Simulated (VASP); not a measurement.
Set up this calculation in VASP 6.6.1, as the native input.

| Quantity | Value |
| --- | --- |
| Task | relaxation of cell and atoms |
| Functional | PBEsol |
| Potentials or basis | VASP PAW PBE potentials, release 64 (Ir) |
| Cutoff | 600 eV |
| k mesh | 21 × 21 × 21 |
| Occupations | gaussian, width 0.1 eV |
| Spin | no spin polarisation |
| Dipole correction | no |
| Further INCAR settings | ALGO = Fast; EDIFF = 1e-07; IBRION = 2; EDIFFG = -0.01; NSW = 100; ISIF = 3 |

The structure of Ir lies in POSCAR:

```
Ir
1.0
    1.8407789641      1.0627742305      1.3938270861
   -1.8407789641      1.0627742305      1.3938270861
    0.0000000000     -2.1255484609      1.3938270861
Ir
1
Direct
    0.5000000000      0.5000000000      0.5000000000
```

These files were run (other wordings do the same):

INCAR

```
  PREC = Accurate
  ENCUT = 600
  EDIFF = 1E-7
  ISMEAR = 0
  SIGMA = 0.1
  LREAL = False
  LASPH = True
  NELM = 80
  ALGO = Fast
  ISIF = 3
  LWAVE = False
  LCHARG = False
  GGA = PS
  IBRION = 2
  NSW = 100
  EDIFFG = -0.01
```

KPOINTS

```
Automatic mesh
0
Gamma
  21 21 21
```

Potentials or basis: VASP PAW PBE potentials, release 64 (Ir).

Run with:

```sh
$ cat potpaw_PBE.64/Ir/POTCAR > POTCAR
$ mpirun -np 1 vasp_std > vasp.out
```

Results of the run:

```
Relaxed volume                        : 16.43 Å³/atom
Relaxed cell                          : a = 2.542 Å, b = 2.542 Å, c = 2.542 Å, α = 89.99°, β = 89.99°, γ = 89.99°
Space group after relaxing (to 0.1 Å) : Pm-3m (No. 221)
Energy gained by relaxing             : 13.9 meV/atom
Ionic steps                           : 6
Pressure after relaxing               : 0.0 GPa
Band gap on the k mesh                : zero (an odd number of electrons rules out a gap without spin polarisation)
```

Caveat: the PAW data sets were made with another functional, which shifts forces and pressure a little; spin-orbit coupling is left out, which moves the levels of the heavy elements.

Run time: 9.1 min on 1 thread of Intel Xeon 8259CL, with other jobs on the host, peak memory 0.3 GiB.
